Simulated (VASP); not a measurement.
TiO2: single point with PBE

TiO2:

```xyz
9
Lattice="5.7105 0.0000 0.0000 -2.8553 4.9454 0.0000 0.0000 0.0000 6.2742" Properties=species:S:1:pos:R:3 pbc="T T T"
Ti    1.4276    2.4727    0.0000
Ti   -1.4276    2.4727    4.1828
Ti    2.8552    0.0000    2.0914
O     0.0001    2.1011    5.2285
O     1.0356    3.8949    1.0457
O    -1.0356    3.8948    3.1371
O     1.8196    1.0506    1.0458
O     3.8908    1.0505    3.1372
O     2.8553    2.8443    5.2286
```

```
Program                : VASP 6.6.1
Task                   : single point
Functional             : PBE
Potentials or basis    : VASP PAW PBE potentials, release 64 (Ti_sv, O)
Cutoff                 : 520 eV
k mesh                 : 6 × 6 × 4
Occupations            : fermi-dirac, width 0.02 eV
Spin                   : no spin polarisation
Dipole correction      : no
Further INCAR settings : ALGO = Normal; EDIFF = 1e-06; NBANDS = 46
```

| Quantity | Value |
| --- | --- |
| Pressure | 2.6 GPa |
| Largest force | 0.129 eV/Å |
| Band gap on the k mesh | 3.43 eV (least direct gap 3.51 eV) |

Forces in eV/Å, atoms in the order of the input:
```
Ti   0.000  0.000  0.000
Ti   0.000  0.000  0.000
Ti   0.000  0.000  0.000
O    0.000 -0.129  0.000
O    0.112  0.064  0.000
O   -0.112  0.064  0.000
O   -0.112 -0.064  0.000
O    0.112 -0.064  0.000
O    0.000  0.129  0.000
```

Levels at points of the mesh, in eV from the valence-band top:
| k point | band 33 | band 34 | band 35 | band 36 | band 37 | band 38 | band 39 | band 40 |
| --- | --- | --- | --- | --- | --- | --- | --- | --- |
| (0.00, 0.00, 0.00) | -0.88 | -0.31 | -0.31 | -0.19 | 3.43 | 4.11 | 4.11 | 4.68 |
| (0.50, 0.00, 0.00) | -0.87 | -0.85 | -0.20 | -0.04 | 3.76 | 3.80 | 4.16 | 4.77 |
| (0.00, 0.00, 0.50) | -0.49 | -0.05 | 0.00 | 0.00 | 3.51 | 3.92 | 3.92 | 4.30 |
| (0.50, 0.00, 0.50) | -0.80 | -0.53 | -0.33 | -0.25 | 4.01 | 4.30 | 4.30 | 4.89 |

Run time: 2.3 min on 1 thread of AMD EPYC 9R45 96-Core Processor (Zen 5), on a shared host, peak memory 0.33 GiB.

A k mesh can miss the band edges.
